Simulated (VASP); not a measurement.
# Be2CdS2 (C2/m) in VASP: further runs

The runs below take Be2CdS2 through relaxation of cell and atoms, single point, with PBE.

Program: VASP 6.6.1. These are calculated values, not measurements. Logs are shortened: lines on timing, memory, paths and dates and some standing lists are left out, and cuts for length are marked.

## Step 1: The cell of the first run

It takes space group C2/m (No. 12, monoclinic). Conventional cell: a = 7.614 Å, b = 3.359 Å, c = 6.199 Å, α = 90.00°, β = 103.22°, γ = 90.00°. Be (site symmetry m) has 4 S at 2.32 to 2.36 Å and 3 Be at 2.83 to 2.92 Å and 1 Cd at 2.92 Å within 3.1 Å. Within 3.1 Å of Cd (site symmetry 2/m) lie 4 S at 2.33 Å and 2 Be at 2.92 Å. S (site symmetry m) has 4 Be at 2.32 to 2.36 Å and 2 Cd at 2.33 Å and 3 S at 3.22 to 3.36 Å within 3.4 Å.

The cell was built from a structure type or drawn by symmetry, and may not be a known phase.

## Step 2: Relaxation of cell and atoms, PBE

File INCAR:

```
SYSTEM = Be2CdS2
ALGO     = Normal         ! electronic algorithm
EDIFF    = 1E-6           ! SCF threshold, eV
EDIFFG   = -0.04          ! ionic threshold
ENCUT    = 600            ! plane-wave cutoff, eV
GGA      = PE             ! functional
IBRION   = 2              ! ionic algorithm
ISIF     = 3              ! what is computed and relaxed
ISMEAR   = 0              ! smearing method
LASPH    = .TRUE.         ! aspherical terms in the spheres
LCHARG   = .FALSE.        ! write CHGCAR
LREAL    = .FALSE.        ! projectors in reciprocal space
LWAVE    = .FALSE.        ! write WAVECAR
NELM     = 100            ! most SCF steps
NSW      = 90             ! ionic steps
PREC     = Accurate       ! precision mode
SIGMA    = 0.1            ! smearing width, eV
```

File KPOINTS:

```
k-points
0
G
  6 6 4
  0 0 0
```

File POSCAR:

```
Be2CdS2
1.0
    3.8070380900     -1.6795038800      0.0000000000
    3.8070380900      1.6795038800      0.0000000000
   -1.4173934400      0.0000000000      6.0350771000
Be Cd S
2 1 2
Direct
    0.1720079900      0.1720079900      0.6466159800
    0.8279920100      0.8279920100      0.3533840200
    0.5000000000      0.5000000000      0.0000000000
    0.1054550000      0.1054550000      0.2568300100
    0.8945450000      0.8945450000      0.7431699900
```

Potentials or basis: VASP PAW PBE potentials, release 64 (Be, Cd, S).

The run is started by

```console
> cat potpaw_PBE.64/Be/POTCAR potpaw_PBE.64/Cd/POTCAR potpaw_PBE.64/S/POTCAR > POTCAR
> mpirun -np 1 vasp_std > vasp.out
```

OUTCAR:

```text
SYSTEM = Be2CdS2
   EDIFF = 1E-6
   EDIFFG = -0.04
   ENCUT = 600
   GGA = PE
   IBRION = 2
   ISIF = 3
   ISMEAR = 0
   LASPH = .TRUE.
   LREAL = .FALSE.
   NELM = 100
   NSW = 90
   PREC = Accurate

 ion  position               nearest neighbor table
   1  0.172  0.172  0.647-   5 2.32   4 2.35   5 2.36   5 2.36   3 2.92
   2  0.828  0.828  0.353-   4 2.32   5 2.35   4 2.36   4 2.36   3 2.92
   3  0.500  0.500  0.000-   4 2.33   4 2.33   5 2.33   5 2.33   1 2.92   2 2.92
   4  0.105  0.105  0.257-   2 2.32   3 2.33   3 2.33   1 2.35   2 2.36   2 2.36
   5  0.895  0.895  0.743-   1 2.32   3 2.33   3 2.33   2 2.35   1 2.36   1 2.36

  LATTYP: Found a base centered monoclinic cell.
 ALAT       =     7.6140761800
 B/A-ratio  =     0.4411576245
 C/A-ratio  =     0.8141876822
 COS(beta)  =    -0.2286381372

  Lattice vectors:

 A1 = (   3.8070380900,  -1.6795038800,   0.0000000000)
 A2 = (   3.8070380900,   1.6795038800,   0.0000000000)
 A3 = (  -1.4173934400,   0.0000000000,   6.0350771000)

Analysis of symmetry for initial positions (statically):
=====================================================================
 Subroutine PRICEL returns:
 Original cell was already a primitive cell.

 Routine SETGRP: Setting up the symmetry group for a
 base centered monoclinic supercell.

 Subroutine GETGRP returns: Found  4 space group operations
 (whereof  4 operations were pure point group operations)
 out of a pool of  4 trial point group operations.

The static configuration has the point symmetry C_2h.

Analysis of symmetry for dynamics (positions and initial velocities):
=====================================================================
 Subroutine PRICEL returns:
 Original cell was already a primitive cell.

 Routine SETGRP: Setting up the symmetry group for a
 base centered monoclinic supercell.

 Subroutine GETGRP returns: Found  4 space group operations
 (whereof  4 operations were pure point group operations)
 out of a pool of  4 trial point group operations.

The dynamic configuration has the point symmetry C_2h.

 Subroutine INISYM returns: Found  4 space group operations
 (whereof  4 operations are pure point group operations),
 and found     1 'primitive' translations

----------------------------------------------------------------------------------------

                                     Primitive cell

  volume of cell :      77.1758

  direct lattice vectors                    reciprocal lattice vectors
     3.807038090 -1.679503880  0.000000000     0.131335697 -0.297706963  0.030845398
     3.807038090  1.679503880  0.000000000     0.131335697  0.297706963  0.030845398
    -1.417393440  0.000000000  6.035077100     0.000000000  0.000000000  0.165697966

  length of vectors
     4.161042213  4.161042213  6.199287037     0.326848497  0.326848497  0.165697966

  position of ions in fractional coordinates (direct lattice)
     0.172007990  0.172007990  0.646615980
     0.827992010  0.827992010  0.353384020
     0.500000000  0.500000000  0.000000000
     0.105455000  0.105455000  0.256830010
     0.894545000  0.894545000  0.743169990

  ion indices of the primitive-cell ions
   primitive index   ion index
                 1           1
                 2           2
                 3           3
                 4           4
                 5           5

----------------------------------------------------------------------------------------

 KPOINTS: k-points

Automatic generation of k-mesh.
 Grid dimensions read from file:
 generate k-points for:    6    6    4

 Generating k-lattice:

  Cartesian coordinates                     Fractional coordinates (reciprocal lattice)
     0.021889283 -0.049617827  0.005140900     0.166666667  0.000000000 -0.000000000
     0.021889283  0.049617827  0.005140900     0.000000000  0.166666667 -0.000000000
     0.000000000  0.000000000  0.041424491     0.000000000  0.000000000  0.250000000

  Length of vectors
     0.054474749  0.054474749  0.041424491

  Shift w.r.t. Gamma in fractional coordinates (k-lattice)
     0.000000000  0.000000000  0.000000000

 Subroutine IBZKPT returns following result:
 ===========================================

 Found     47 irreducible k-points:

 Following reciprocal coordinates:
            Coordinates               Weight
  0.000000  0.000000  0.000000      1.000000
  0.166667  0.000000 -0.000000      4.000000
  0.333333  0.000000 -0.000000      4.000000
  0.500000  0.000000 -0.000000      2.000000
  0.166667  0.166667 -0.000000      2.000000
  0.333333  0.166667 -0.000000      4.000000
[... 16 lines left out ...]
 -0.333333  0.166667  0.250000      4.000000
 -0.166667  0.166667  0.250000      4.000000
 [... further k-points ...]
   k-points           NKPTS =     47   k-points in BZ     NKDIM =     47   number of bands    NBANDS=     18
   number of dos      NEDOS =    301   number of ions     NIONS =      5
   total plane-waves  NPLWV =  64800
   dimension x,y,z NGX =    36 NGY =   36 NGZ =   50
   dimension x,y,z NGXF=    72 NGYF=   72 NGZF=  100
   ions per type =               2   1   2
   NGX,Y,Z   is equivalent  to a cutoff of  14.38, 14.38, 13.41 a.u.
   NGXF,Y,Z  is equivalent  to a cutoff of  28.77, 28.77, 26.82 a.u.
 SYSTEM =  Be2CdS2
   PREC   = accura    normal or accurate (medium, high low for compatibility)
   ISTART =      0    job   : 0-new  1-cont  2-samecut
   ICHARG =      2    charge: 1-file 2-atom 10-const
   ISPIN  =      1    spin polarized calculation?
   LNONCOLLINEAR =      F non collinear calculations
   LSORBIT =      F    spin-orbit coupling
   LASPH  =      T    aspherical Exc in radial PAW
   ENCUT  =  600.0 eV  44.10 Ry    6.64 a.u.   8.31  8.31 12.38*2*pi/ulx,y,z
   NELM   =    100;   NELMIN=  2; NELMDL= -5     # of ELM steps
   EDIFF  = 0.1E-05   stopping-criterion for ELM
   LREAL  =      F    real-space projection
   EDIFFG = -.4E-01   stopping-criterion for IOM
   NSW    =     90    number of steps for IOM
   IBRION =      2    ionic relax: 0-MD 1-quasi-New 2-CG
   NFREE  =      1    steps in history (QN), initial steepest desc. (CG)
   ISIF   =      3    stress and relaxation
   ISYM   =      2    0-nonsym 1-usesym 2-fastsym
   POTIM  = 0.5000    time-step for ionic-motion
   TEBEG  =    0.0;   TEEND  =   0.0 temperature during run
   PSTRESS=    0.0 pullay stress
   NELECT =      28.0000    total number of electrons
   NUPDOWN=      -1.0000    fix difference up-down
   EMIN   =  10.00;   EMAX   =-10.00  energy-range for DOS
   EFERMI =   0.00;   METHOD = LEGACY
   ISMEAR =     0;   SIGMA  =   0.10  broadening in eV -4-tet -1-fermi 0-gaus
   EFERMI_NEDOS =   21; number of points for ismear=-14 and -15
   IALGO  =     38    algorithm
   IMIX   =      4    mixing-type and parameters
     AMIX     =   0.40;   BMIX     =  1.00
     AMIX_MAG =   1.60;   BMIX_MAG =  1.00
  volume/ion in A,a.u.               =      15.44       104.16
  Fermi-wavevector in a.u.,A,eV,Ry     =   1.167617  2.206477 18.549230  1.363330
  Thomas-Fermi vector in A             =   2.304115
   LORBIT       =      0    0 simple, 1 ext, 2 COOP (PROOUT), +10 PAW based schemes
   GGA     = PE    functional components
   LHFCALC =     F    Hartree Fock is set to
   AEXX    =    0.0000 exact exchange contribution
   IVDW    =     0    specifies the selected vdW correction
   LEPSILON=     F    determine dielectric tensor
   LRPA    =     F    only Hartree local field effects (RPA)
 conjugate gradient relaxation of ions
 non-spin polarized calculation
 Gauss-broadening in eV      SIGMA  =   0.10
  energy-cutoff  :      600.00
  volume of cell :       77.18
 maximum number of plane-waves:      2603
 NGX is ok and might be reduce to    36
   NGX = 17   NGY = 17   NGZ = 25

--------------------------------------- Ionic step        1  -------------------------------------------

 number of electron      27.9999998 magnetization

 Free energy of the ion-electron system (eV)
  ---------------------------------------------------
  ext. energy  EPLUGINS =         0.00000000
  ---------------------------------------------------
  free energy    TOTEN  =       -13.83413079 eV

  energy without entropy =      -13.82079249  energy(sigma->0) =      -13.82746164

 E-fermi :   6.4741     XC(G=0): -10.2777

 val. band max:        6.4495918572   @ k =  -0.1667   0.3333   0.2500
 cond. band min:       6.4895719795   @ k =   0.3333   0.1667   0.2500
 fundamental gap:      0.0399801222
 Fermi energy:         6.4740579506

 k-point     1 :       0.0000    0.0000    0.0000
  band No.  band energies     occupation
      1     -10.2999      2.00000
      2      -8.7404      2.00000
      3      -4.8278      2.00000
      4      -4.6798      2.00000
      5      -3.8613      2.00000
      6      -3.6834      2.00000
[... 10 lines left out ...]
     17       9.0245      0.00000
     18       9.7592      0.00000
[... 466 lines left out ...]
      2      -8.9338      2.00000
      3      -4.1995      2.00000
      4      -4.1125      2.00000
      5      -3.9230      2.00000
      6      -3.7663      2.00000
[... 10 lines left out ...]
     17       7.6448      0.00000
     18       8.7565      0.00000

 [... further k-points ...]

------------------------ aborting loop because EDIFF is reached ----------------------------------------

  FORCE on cell =-STRESS in cart. coord.  units (eV):
  Direction    XX          YY          ZZ          XY          YZ          ZX
  --------------------------------------------------------------------------------------
  -------------------------------------------------------------------------------------
  Total       -2.4418770     13.6878040      9.7343073      0.0000000      0.0000000      4.0465786
  in kB      -50.6936205    284.1602379    202.0852338      0.0000000      0.0000000     84.0073937
  external PRESSURE =     145.1839504 kB  Pullay stress =       0.0000000 kB
[... 98 lines left out ...]
  FREE ENERGIE OF THE ION-ELECTRON SYSTEM (eV)
  ---------------------------------------------------
  free  energy   TOTEN  =       -16.7260380289 eV

  energy  without entropy=      -16.7216121029  energy(sigma->0) =      -16.72382507

[... ionic steps 4 to 25 ...]

--------------------------------------- Ionic step       26  -------------------------------------------

 number of electron      28.0000007 magnetization

------------------------ aborting loop because EDIFF is reached ----------------------------------------

  FORCE on cell =-STRESS in cart. coord.  units (eV):
  Direction    XX          YY          ZZ          XY          YZ          ZX
  --------------------------------------------------------------------------------------
  -------------------------------------------------------------------------------------
  Total        0.1764496     -0.0382455      0.0997881      0.0000000      0.0000000     -0.0160813
  in kB        2.9418785     -0.6376523      1.6637295      0.0000000      0.0000000     -0.2681169
  external PRESSURE =       1.3226519 kB  Pullay stress =       0.0000000 kB
[... 63 lines left out ...]
  energy  without entropy=      -19.8996891500  energy(sigma->0) =      -19.90133750

--------------------------------------- Ionic step       28  -------------------------------------------

 number of electron      28.0000017 magnetization

 Free energy of the ion-electron system (eV)
  ---------------------------------------------------
  ext. energy  EPLUGINS =         0.00000000
  ---------------------------------------------------
  free energy    TOTEN  =       -19.90486453 eV

  energy without entropy =      -19.90148660  energy(sigma->0) =      -19.90317557

 E-fermi :   4.0106     XC(G=0):  -9.0022

 val. band max:        4.0043956103   @ k =   0.5000   0.0000   0.2500
 cond. band min:       4.0626677756   @ k =  -0.3333   0.3333   0.0000
 fundamental gap:      0.0582721653
 Fermi energy:         4.0106143991

 k-point     1 :       0.0000    0.0000    0.0000
  band No.  band energies     occupation
      1     -12.3677      2.00000
      2     -11.1456      2.00000
      3      -4.6110      2.00000
      4      -4.3993      2.00000
      5      -4.3931      2.00000
      6      -4.2107      2.00000
[... 10 lines left out ...]
     17       7.0311      0.00000
     18       7.0321      0.00000
[... 466 lines left out ...]
      2     -10.6581      2.00000
      3      -4.4523      2.00000
      4      -4.4426      2.00000
      5      -4.3876      2.00000
      6      -4.2597      2.00000
[... 10 lines left out ...]
     17       7.5667      0.00000
     18       7.6830      0.00000

 [... further k-points ...]

------------------------ aborting loop because EDIFF is reached ----------------------------------------

  FORCE on cell =-STRESS in cart. coord.  units (eV):
  Direction    XX          YY          ZZ          XY          YZ          ZX
  --------------------------------------------------------------------------------------
  -------------------------------------------------------------------------------------
  Total        0.0703759      0.1459734     -0.0492716      0.0000000      0.0000000     -0.0159932
  in kB        1.1628533      2.4119846     -0.8141375      0.0000000      0.0000000     -0.2642630
  external PRESSURE =       0.9202335 kB  Pullay stress =       0.0000000 kB
[... 20 lines left out ...]
  FREE ENERGIE OF THE ION-ELECTRON SYSTEM (eV)
  ---------------------------------------------------
  free  energy   TOTEN  =       -19.9048645304 eV

  energy  without entropy=      -19.9014866003  energy(sigma->0) =      -19.90317557

 reached required accuracy - stopping structural energy minimisation
```

Wall time 39 min (1 thread of Intel Xeon 8259CL, shared host); peak memory 0.32 GiB.

Results:

- Free energy: -19.9049 eV
- Relaxed volume: 19.39 Å³/atom
- Relaxed cell: a = 3.434 Å, b = 3.434 Å, c = 9.521 Å, α = 92.53°, β = 92.53°, γ = 59.88°
- Space group after relaxing (to 0.1 Å): C2/m (No. 12)
- Energy gained by relaxing: 1214.1 meV/atom
- Ionic steps: 28
- Pressure after relaxing: 0.1 GPa
- Largest force after relaxing: 0.029 eV/Å
- Band gap on the k mesh: zero (bands 14 and 15 overlap by 0.50 eV)

Forces on the atoms (eV/Å):
```
Be   0.010  0.000 -0.016
Be  -0.010  0.000  0.016
Cd   0.000  0.000  0.000
S   -0.006  0.000  0.028
S    0.006  0.000 -0.028
```

The path:
```
step  energy change (eV)  largest force (eV/Å)  pressure (GPa)  volume (Å³)
   1              0.0000                5.2926           14.52        77.18
   2             -2.6510                1.7000           -3.75        93.19
   3             -2.8919                1.5878           -4.82        97.04
   4             -3.1395                1.1134           -6.42       104.85
   5             -4.1748                1.1598           -1.58        94.97
   6             -4.4140                2.0826            3.39        89.12
   7             -5.0618                1.3200            3.55        87.29
   8             -4.9381                2.1763           11.50        82.34
   9             -5.2906                1.2017            5.60        85.35
  10             -5.2909                1.2818            6.36        84.86
  11             -5.5656                0.7175            1.60        90.35
  12             -5.6413                0.6287           -2.50        97.11
  13             -5.6454                0.6565           -1.89        95.90
  14             -5.7556                0.5233           -1.35        95.62
  15             -5.8399                0.5785           -0.56        95.06
  16             -5.8432                0.6507           -0.36        94.91
  17             -5.9143                0.4156            0.18        93.99
  18             -5.9150                0.4179            0.30        93.87
  19             -5.9799                0.3889            0.24        94.00
  20             -6.0234                0.2037            0.80        94.17
  21             -6.0252                0.2424            0.61        94.14
  22             -6.0517                0.1414           -0.16        95.59
  23             -6.0559                0.1718           -0.57        96.45
  24             -6.0653                0.0821            0.25        95.68
  25             -6.0654                0.0703            0.19        95.73
  26             -6.0683                0.0728            0.13        96.10
  27             -6.0689                0.0983            0.09        96.38
  28             -6.0707                0.0285            0.09        96.96
```

Final structure:
```
Be Cd S
1.0
     2.97020   -1.71359    0.17499
     2.97020    1.71359    0.17499
    -1.04303    0.00000    9.46404
Be Cd S
2 1 2
Direct
  0.17275 0.17275 0.58314
  0.82725 0.82725 0.41686
  0.50000 0.50000 0.00000
  0.15492 0.15492 0.35139
  0.84508 0.84508 0.64862
```

Caveat: the volume moved by over 15 % at a fixed basis, so the end points are rough; semilocal functionals underestimate gaps, so a narrow gap can read as zero.

## Step 3: Single point, PBE

This run uses another cell than the first one, of 21.17 Å³/atom.

File INCAR:

```
PREC = Accurate
ENCUT = 520
EDIFF = 1E-6
ISMEAR = 0
SIGMA = 0.1
LREAL = False
LASPH = True
NELM = 60
ALGO = Normal
ISIF = 2
LWAVE = False
LCHARG = False
GGA = PE
NBANDS = 22
```

File KPOINTS:

```
Automatic mesh
0
Gamma
  12 12 4
```

File POSCAR:

```
Be2CdS2
1.0
    2.9879877683     -1.7250055888      0.0003768274
    2.9879877683      1.7250055888      0.0003768274
   -1.3228711423      0.0000000000     10.2667223521
Be Cd S
2 1 2
Direct
    0.1838241676      0.1838241676      0.5773911729
    0.8161758324      0.8161758324      0.4226088271
    0.5000000000      0.5000000000      0.0000000000
    0.1362319991      0.1362319991      0.3628740914
    0.8637680009      0.8637680009      0.6371259086
```

Potentials or basis: VASP PAW PBE potentials, release 64 (Be, Cd, S).

The run is started by

```console
> cat potpaw_PBE.64/Be/POTCAR potpaw_PBE.64/Cd/POTCAR potpaw_PBE.64/S/POTCAR > POTCAR
> mpirun -np 1 vasp_std > vasp.out
```

Wall time 10 min (1 thread of Intel Xeon 8259CL, shared host); peak memory 0.51 GiB.

Results (log left out):

```yaml
Free_energy: -19.9569 eV
Pressure: 0.0 GPa
Largest_force: 0.023 eV/Å
Band_gap_on_the_k_mesh: zero (bands 14 and 15 overlap by 0.36 eV)
```

Forces on the atoms (eV/Å):
```
Be   0.000  0.000 -0.023
Be   0.000  0.000  0.023
Cd   0.000  0.000  0.000
S    0.000  0.000 -0.010
S    0.000  0.000  0.010
```

Levels at points of the mesh, in eV from the Fermi level:
```csv
k point,band 11,band 12,band 13,band 14,band 15,band 16,band 17,band 18
"(0.00, 0.00, 0.00)",-4.20,-4.05,-3.06,-3.05,0.98,2.68,2.88,2.89
"(0.50, 0.00, 0.00)",-5.57,-4.23,-4.22,-0.73,0.01,0.78,2.67,2.82
"(0.50, 0.50, 0.00)",-5.56,-4.26,-4.22,-0.60,-0.02,0.73,2.68,2.69
"(0.00, 0.00, 0.50)",-4.20,-3.49,-3.06,-3.05,0.33,2.66,2.88,2.89
"(0.50, 0.00, 0.50)",-5.55,-4.25,-4.22,-0.72,-0.04,0.78,2.54,2.71
"(0.50, 0.50, 0.50)",-5.56,-4.25,-4.22,-0.68,-0.16,0.85,2.70,2.92
```

Caveat: semilocal functionals underestimate gaps, so a narrow gap can read as zero.
